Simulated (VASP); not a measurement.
Wanted: the native input for a VASP 6.6.1 run.

```yaml
Task: single point
Functional: r2SCAN
Potentials_or_basis: VASP PAW PBE potentials, release 64 (Mg, O)
Cutoff: 520 eV
k_mesh: 9 × 9 × 6
Occupations: fermi-dirac, width 0.05 eV
Spin: no spin polarisation
Dipole_correction: no
Further_INCAR_settings: ALGO = Normal; EDIFF = 1e-07; NBANDS = 16
```

Crystal: MgO.

```
Mg O
1.0
     3.28559    0.00000    0.00000
    -1.64279    2.84540    0.00000
     0.00000    0.00000    4.94944
Mg O
2 2
Cartesian
  1.6428 0.9485 2.4854
  0.0000 1.8969 0.0107
  1.6428 0.9485 4.4666
  0.0000 1.8969 1.9919
```

The input as run:

POSCAR

```
MgO
1.0
    3.2855864049      0.0000000000      0.0000000000
   -1.6427932025      2.8454012930      0.0000000000
    0.0000000000      0.0000000000      4.9494385035
Mg O
2 2
Direct
    0.6666666667      0.3333333333      0.5021597400
    0.3333333333      0.6666666667      0.0021597400
    0.6666666667      0.3333333333      0.9024402600
    0.3333333333      0.6666666667      0.4024402600
```

INCAR.step1

```
SYSTEM = MgO
  ALGO = Normal
  EDIFF = 1E-4
  ENCUT = 520
  GGA = PE
  ISMEAR = -1
  LASPH = .TRUE.
  LCHARG = .FALSE.
  LREAL = .FALSE.
  LWAVE = .TRUE.
  NBANDS = 16
  NELM = 80
  PREC = Accurate
  SIGMA = 0.05
```

INCAR.step2

```
SYSTEM = MgO
  ALGO = Normal
  EDIFF = 1E-7
  ENCUT = 520
  ISIF = 2
  ISMEAR = -1
  ISTART = 1
  LASPH = .TRUE.
  LCHARG = .FALSE.
  LMIXTAU = .TRUE.
  LREAL = .FALSE.
  LWAVE = .FALSE.
  METAGGA = R2SCAN
  NBANDS = 16
  NELM = 80
  PREC = Accurate
  SIGMA = 0.05
```

KPOINTS

```
k-points
0
G
  9 9 6
  0 0 0
```

Potentials or basis: VASP PAW PBE potentials, release 64 (Mg, O).

Launch:

```sh
$ cat potpaw_PBE.64/Mg/POTCAR potpaw_PBE.64/O/POTCAR > POTCAR
$ cp INCAR.step1 INCAR
$ mpirun -np 1 vasp_std > vasp.out
$ cp INCAR.step2 INCAR
$ mpirun -np 1 vasp_std > vasp.out
```

Results of the run:

```yaml
Pressure: 1.5 GPa
Largest_force: 0.008 eV/Å
Band_gap_on_the_k_mesh: 4.25 eV, direct
```

Caveat: the PAW data sets were made with another functional, which shifts forces and pressure a little.

Run time: 90 s on 1 thread of AMD EPYC 9R45 96-Core Processor (Zen 5) (shared host), peak memory 0.15 GiB.
